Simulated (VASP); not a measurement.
# AlN (P6_3mc) in VASP: settings compared

Aim: see how the results for AlN move with the level of theory and the settings. Levels: PBE, LDA, r2SCAN, HSE06. Tasks: single point.

Everything below comes from runs of VASP 6.6.1. Logs are shortened: lines on timing, memory, paths and dates and some standing lists are left out, and cuts for length are marked.

### 1 The cell of the first run

It takes space group P6_3mc (No. 186, hexagonal). The conventional cell has a = 3.107 Å, b = 3.107 Å, c = 4.979 Å, α = 90.00°, β = 90.00°, γ = 120.00°. Within 2.5 Å of Al (site symmetry 3m) lie 4 N at 1.89 to 1.90 Å. Within 2.5 Å of N (site symmetry 3m) lie 4 Al at 1.89 to 1.90 Å.

### 2 Single point, PBE

The input, INCAR:

```
SYSTEM = AlN
PREC = Accurate
ENCUT = 520
EDIFF = 1E-6
ISMEAR = 0
SIGMA = 0.01
LREAL = .FALSE.
LASPH = .TRUE.
NELM = 80
ALGO = Normal
ISIF = 2
LWAVE = .FALSE.
LCHARG = .FALSE.
GGA = PE
NBANDS = 16
```

The input, KPOINTS:

```
Automatic mesh
0
G
  6 6 4
  0 0 0
```

The input, POSCAR:

```
AlN
1.0
    3.1066937606      0.0000000000      0.0000000000
   -1.5533468803      2.6904757185      0.0000000000
    0.0000000000      0.0000000000      4.9785915552
Al N
2 2
Direct
    0.3333333333      0.6666666667     -0.0032954727
    0.6666666667      0.3333333333      0.4967045273
    0.3333333333      0.6666666667      0.3782954727
    0.6666666667      0.3333333333      0.8782954727
```

Potentials or basis: VASP PAW PBE potentials, release 64 (Al, N).

Started as:

```console
$ cat potpaw_PBE.64/Al/POTCAR potpaw_PBE.64/N/POTCAR > POTCAR
$ mpirun -np 1 vasp_std > vasp.out
```

OUTCAR:

```text
SYSTEM = AlN
   PREC = Accurate
   ENCUT = 520
   EDIFF = 1E-6
   ISMEAR = 0
   LREAL = .FALSE.
   LASPH = .TRUE.
   NELM = 80
   ISIF = 2
   GGA = PE

 ion  position               nearest neighbor table
   1  0.333  0.667  0.997-   4 1.89   4 1.89   4 1.89   3 1.90   2 3.07   2 3.07   2 3.07   2 3.07
                             2 3.07   2 3.07
   2  0.667  0.333  0.497-   3 1.89   3 1.89   3 1.89   4 1.90   1 3.07   1 3.07   1 3.07   1 3.07
                             1 3.07   1 3.07
   3  0.333  0.667  0.378-   2 1.89   2 1.89   2 1.89   1 1.90
   4  0.667  0.333  0.878-   1 1.89   1 1.89   1 1.89   2 1.90

  LATTYP: Found a hexagonal cell.
 ALAT       =     3.1066937606
 C/A-ratio  =     1.6025369537

  Lattice vectors:

 A1 = (   3.1066937606,   0.0000000000,   0.0000000000)
 A2 = (  -1.5533468803,   2.6904757185,   0.0000000000)
 A3 = (   0.0000000000,   0.0000000000,   4.9785915552)

Analysis of symmetry for initial positions (statically):
=====================================================================
 Subroutine PRICEL returns:
 Original cell was already a primitive cell.

 Routine SETGRP: Setting up the symmetry group for a
 hexagonal supercell.

 Subroutine GETGRP returns: Found 12 space group operations
 (whereof  6 operations were pure point group operations)
 out of a pool of 24 trial point group operations.

The static configuration has the point symmetry C_3v.
 The point group associated with its full space group is C_6v.

Analysis of symmetry for dynamics (positions and initial velocities):
=====================================================================
 Subroutine PRICEL returns:
 Original cell was already a primitive cell.

 Routine SETGRP: Setting up the symmetry group for a
 hexagonal supercell.

 Subroutine GETGRP returns: Found 12 space group operations
 (whereof  6 operations were pure point group operations)
 out of a pool of 24 trial point group operations.

The dynamic configuration has the point symmetry C_3v.
 The point group associated with its full space group is C_6v.

 Subroutine INISYM returns: Found 12 space group operations
 (whereof  6 operations are pure point group operations),
 and found     1 'primitive' translations

----------------------------------------------------------------------------------------

                                     Primitive cell

  volume of cell :      41.6135

  direct lattice vectors                    reciprocal lattice vectors
     3.106693761  0.000000000  0.000000000     0.321885605  0.185840741  0.000000000
    -1.553346880  2.690475719  0.000000000     0.000000000  0.371681481  0.000000000
     0.000000000  0.000000000  4.978591555     0.000000000  0.000000000  0.200860020

  length of vectors
     3.106693761  3.106693761  4.978591555     0.371681481  0.371681481  0.200860020

  position of ions in fractional coordinates (direct lattice)
     0.333333333  0.666666667  0.996704527
     0.666666667  0.333333333  0.496704527
     0.333333333  0.666666667  0.378295473
     0.666666667  0.333333333  0.878295473

  ion indices of the primitive-cell ions
   primitive index   ion index
                 1           1
                 2           2
                 3           3
                 4           4

----------------------------------------------------------------------------------------

 KPOINTS: Automatic mesh

Automatic generation of k-mesh.
 Grid dimensions read from file:
 generate k-points for:    6    6    4

 Generating k-lattice:

  Cartesian coordinates                     Fractional coordinates (reciprocal lattice)
     0.053647601  0.030973457  0.000000000     0.166666667  0.000000000  0.000000000
     0.000000000  0.061946914  0.000000000     0.000000000  0.166666667  0.000000000
     0.000000000  0.000000000  0.050215005     0.000000000  0.000000000  0.250000000

  Length of vectors
     0.061946914  0.061946914  0.050215005

  Shift w.r.t. Gamma in fractional coordinates (k-lattice)
     0.000000000  0.000000000  0.000000000

 Subroutine IBZKPT returns following result:
 ===========================================

 Found     21 irreducible k-points:

 Following reciprocal coordinates:
            Coordinates               Weight
  0.000000  0.000000  0.000000      1.000000
  0.166667 -0.000000  0.000000      6.000000
  0.333333 -0.000000  0.000000      6.000000
  0.500000 -0.000000  0.000000      3.000000
  0.166667  0.166667  0.000000      6.000000
  0.333333  0.166667  0.000000     12.000000
[... 13 lines left out ...]
  0.333333  0.166667  0.500000     12.000000
  0.333333  0.333333  0.500000      2.000000
   k-points           NKPTS =     21   k-points in BZ     NKDIM =     21   number of bands    NBANDS=     16
   number of dos      NEDOS =    301   number of ions     NIONS =      4
   total plane-waves  NPLWV =  23040
   dimension x,y,z NGX =    24 NGY =   24 NGZ =   40
   dimension x,y,z NGXF=    48 NGYF=   48 NGZF=   80
   ions per type =               2   2
   NGX,Y,Z   is equivalent  to a cutoff of  12.84, 12.84, 13.36 a.u.
   NGXF,Y,Z  is equivalent  to a cutoff of  25.69, 25.69, 26.71 a.u.
 SYSTEM =  AlN
   PREC   = accura    normal or accurate (medium, high low for compatibility)
   ISTART =      0    job   : 0-new  1-cont  2-samecut
   ICHARG =      2    charge: 1-file 2-atom 10-const
   ISPIN  =      1    spin polarized calculation?
   LNONCOLLINEAR =      F non collinear calculations
   LSORBIT =      F    spin-orbit coupling
   LASPH  =      T    aspherical Exc in radial PAW
   ENCUT  =  520.0 eV  38.22 Ry    6.18 a.u.   5.78  5.78  9.26*2*pi/ulx,y,z
   NELM   =     80;   NELMIN=  2; NELMDL= -5     # of ELM steps
   EDIFF  = 0.1E-05   stopping-criterion for ELM
   LREAL  =      F    real-space projection
   EDIFFG = 0.1E-04   stopping-criterion for IOM
   NSW    =      0    number of steps for IOM
   IBRION =     -1    ionic relax: 0-MD 1-quasi-New 2-CG
   NFREE  =      0    steps in history (QN), initial steepest desc. (CG)
   ISIF   =      2    stress and relaxation
   ISYM   =      2    0-nonsym 1-usesym 2-fastsym
   POTIM  = 0.5000    time-step for ionic-motion
   TEBEG  =    0.0;   TEEND  =   0.0 temperature during run
   PSTRESS=    0.0 pullay stress
   NELECT =      16.0000    total number of electrons
   NUPDOWN=      -1.0000    fix difference up-down
   EMIN   =  10.00;   EMAX   =-10.00  energy-range for DOS
   EFERMI =   0.00;   METHOD = LEGACY
   ISMEAR =     0;   SIGMA  =   0.01  broadening in eV -4-tet -1-fermi 0-gaus
   EFERMI_NEDOS =   21; number of points for ismear=-14 and -15
   IALGO  =     38    algorithm
   IMIX   =      4    mixing-type and parameters
     AMIX     =   0.40;   BMIX     =  1.00
     AMIX_MAG =   1.60;   BMIX_MAG =  1.00
  volume/ion in A,a.u.               =      10.40        70.21
  Fermi-wavevector in a.u.,A,eV,Ry     =   1.190429  2.249585 19.281103  1.417121
  Thomas-Fermi vector in A             =   2.326514
   LORBIT       =      0    0 simple, 1 ext, 2 COOP (PROOUT), +10 PAW based schemes
   GGA     = PE    functional components
   LHFCALC =     F    Hartree Fock is set to
   AEXX    =    0.0000 exact exchange contribution
   IVDW    =     0    specifies the selected vdW correction
   LEPSILON=     F    determine dielectric tensor
   LRPA    =     F    only Hartree local field effects (RPA)
 non-spin polarized calculation
 Gauss-broadening in eV      SIGMA  =   0.01
  energy-cutoff  :      520.00
  volume of cell :       41.61
 maximum number of plane-waves:      1152
 NGX is ok and might be reduce to    24
   NGX = 11   NGY = 11   NGZ = 19

 number of electron      15.9999997 magnetization

 Free energy of the ion-electron system (eV)
  ---------------------------------------------------
  ext. energy  EPLUGINS =         0.00000000
  ---------------------------------------------------
  free energy    TOTEN  =       -29.76652656 eV

  energy without entropy =      -29.76652656  energy(sigma->0) =      -29.76652656

 E-fermi :   6.2459     XC(G=0): -10.9264

 val. band max:        6.1863941744   @ k =   0.0000   0.0000   0.0000
 cond. band min:      10.4297324956   @ k =   0.0000   0.0000   0.0000
 fundamental gap:      4.2433383212
 Fermi energy:         6.2458857983

 k-point     1 :       0.0000    0.0000    0.0000
  band No.  band energies     occupation
      1      -9.0204      2.00000
      2      -6.8657      2.00000
      3       0.1770      2.00000
      4       5.3272      2.00000
      5       5.3272      2.00000
      6       5.9761      2.00000
[... 8 lines left out ...]
     15      19.3684      0.00000
     16      19.3684      0.00000

 k-point     2 :       0.1667   -0.0000    0.0000
  band No.  band energies     occupation
      1      -8.6720      2.00000
      2      -6.6765      2.00000
      3       0.5945      2.00000
      4       3.9059      2.00000
      5       4.6883      2.00000
      6       4.9347      2.00000
[... 8 lines left out ...]
     15      18.5796      0.00000
     16      19.0134      0.00000

 k-point     3 :       0.3333   -0.0000    0.0000
  band No.  band energies     occupation
      1      -7.7721      2.00000
      2      -6.3407      2.00000
      3       1.6746      2.00000
      4       1.7512      2.00000
      5       2.8590      2.00000
      6       4.3442      2.00000
[... 8 lines left out ...]
     15      18.3147      0.00000
     16      20.6297      0.00000

 k-point     4 :       0.5000   -0.0000    0.0000
  band No.  band energies     occupation
      1      -7.0435      2.00000
      2      -6.3461      2.00000
      3       0.7255      2.00000
      4       2.0123      2.00000
      5       2.8371      2.00000
      6       4.0980      2.00000
[... 8 lines left out ...]
     15      19.0373      0.00000
     16      21.3681      0.00000

 k-point     5 :       0.1667    0.1667    0.0000
  band No.  band energies     occupation
      1      -8.0414      2.00000
      2      -6.4069      2.00000
      3       1.3820      2.00000
      4       2.8020      2.00000
      5       2.8029      2.00000
      6       4.4893      2.00000
[... 8 lines left out ...]
     15      18.7871      0.00000
     16      20.2591      0.00000

 k-point     6 :       0.3333    0.1667    0.0000
  band No.  band energies     occupation
      1      -7.1179      2.00000
      2      -6.2828      2.00000
      3       1.2193      2.00000
      4       2.2542      2.00000
      5       2.6924      2.00000
      6       3.3975      2.00000
[... 8 lines left out ...]
     15      18.6921      0.00000
     16      20.9566      0.00000
[... 210 lines left out ...]
 k-point    18 :       0.5000   -0.0000    0.5000
  band No.  band energies     occupation
      1      -6.6688      2.00000
      2      -6.6688      2.00000
      3       0.5750      2.00000
      4       0.5750      2.00000
      5       4.7215      2.00000
      6       4.7215      2.00000
[... 8 lines left out ...]
     15      19.4844      0.00000
     16      19.4844      0.00000

 k-point    19 :       0.1667    0.1667    0.5000
  band No.  band energies     occupation
      1      -7.3164      2.00000
      2      -7.3164      2.00000
      3       1.9699      2.00000
      4       1.9699      2.00000
      5       4.3514      2.00000
      6       4.3514      2.00000
[... 8 lines left out ...]
     15      19.1672      0.00000
     16      19.1672      0.00000

 k-point    20 :       0.3333    0.1667    0.5000
  band No.  band energies     occupation
      1      -6.6891      2.00000
      2      -6.6891      2.00000
      3       1.0224      2.00000
      4       1.0224      2.00000
      5       3.5561      2.00000
      6       3.5561      2.00000
[... 8 lines left out ...]
     15      19.6832      0.00000
     16      19.6832      0.00000

 k-point    21 :       0.3333    0.3333    0.5000
  band No.  band energies     occupation
      1      -6.4623      2.00000
      2      -6.4623      2.00000
      3       1.3451      2.00000
      4       1.3451      2.00000
      5       2.3149      2.00000
      6       2.3149      2.00000
[... 8 lines left out ...]
     15      20.0379      0.00000
     16      20.0379      0.00000

------------------------ aborting loop because EDIFF is reached ----------------------------------------

  FORCE on cell =-STRESS in cart. coord.  units (eV):
  Direction    XX          YY          ZZ          XY          YZ          ZX
  --------------------------------------------------------------------------------------
  -------------------------------------------------------------------------------------
  Total        1.1563641      1.1563641      1.1109124      0.0000000      0.0000000      0.0000000
  in kB       44.5216393     44.5216393     42.7716860      0.0000000      0.0000000      0.0000000
  external PRESSURE =      43.9383216 kB  Pullay stress =       0.0000000 kB

 VOLUME and BASIS-vectors are now :
 -----------------------------------------------------------------------------
  energy-cutoff  :      520.00
  volume of cell :       41.61
      direct lattice vectors                 reciprocal lattice vectors
     3.106693761  0.000000000  0.000000000     0.321885605  0.185840741  0.000000000
    -1.553346880  2.690475719  0.000000000     0.000000000  0.371681481  0.000000000
     0.000000000  0.000000000  4.978591555     0.000000000  0.000000000  0.200860020

 POSITION                                       TOTAL-FORCE (eV/Angst)
 -----------------------------------------------------------------------------------
     -0.00000      1.79365      4.96218        -0.000000      0.000000     -0.010187
      1.55335      0.89683      2.47289         0.000000     -0.000000     -0.010187
     -0.00000      1.79365      1.88338        -0.000000      0.000000      0.010187
      1.55335      0.89683      4.37267         0.000000     -0.000000      0.010187
 -----------------------------------------------------------------------------------
    total drift:                               -0.000000     -0.000000     -0.000980

  FREE ENERGIE OF THE ION-ELECTRON SYSTEM (eV)
  ---------------------------------------------------
  free  energy   TOTEN  =       -29.7665265589 eV

  energy  without entropy=      -29.7665265589  energy(sigma->0) =      -29.76652656
```

Run time: 16 s. Hardware: 1 thread of Intel Xeon 8259CL, shared host; peak memory 0.15 GiB.

Results:

| Item | Value |
| --- | --- |
| Free energy | -29.7665 eV |
| Pressure | 4.4 GPa |
| Largest force | 0.010 eV/Å |
| Band gap on the k mesh | 4.24 eV, direct |

Forces on the atoms (eV/Å):
```
Al   0.000  0.000 -0.010
Al   0.000  0.000 -0.010
N    0.000  0.000  0.010
N    0.000  0.000  0.010
```

Stress tensor (GPa, compression positive):
```
4.45 0.00 0.00
0.00 4.45 0.00
0.00 0.00 4.28
```

Levels at points of the mesh, in eV from the valence-band top:
| k point | band 6 | band 7 | band 8 | band 9 | band 10 | band 11 |
| --- | --- | --- | --- | --- | --- | --- |
| (0.00, 0.00, 0.00) | -0.21 | -0.21 | 0.00 | 4.24 | 6.70 | 10.64 |
| (0.50, 0.00, 0.00) | -2.09 | -1.78 | -0.69 | 5.81 | 5.83 | 8.22 |
| (0.00, 0.00, 0.50) | -0.54 | -0.54 | -0.54 | 6.51 | 6.51 | 10.35 |
| (0.50, 0.00, 0.50) | -1.46 | -1.37 | -1.37 | 5.32 | 5.32 | 9.28 |

(Part 1 of 3 ends here.)
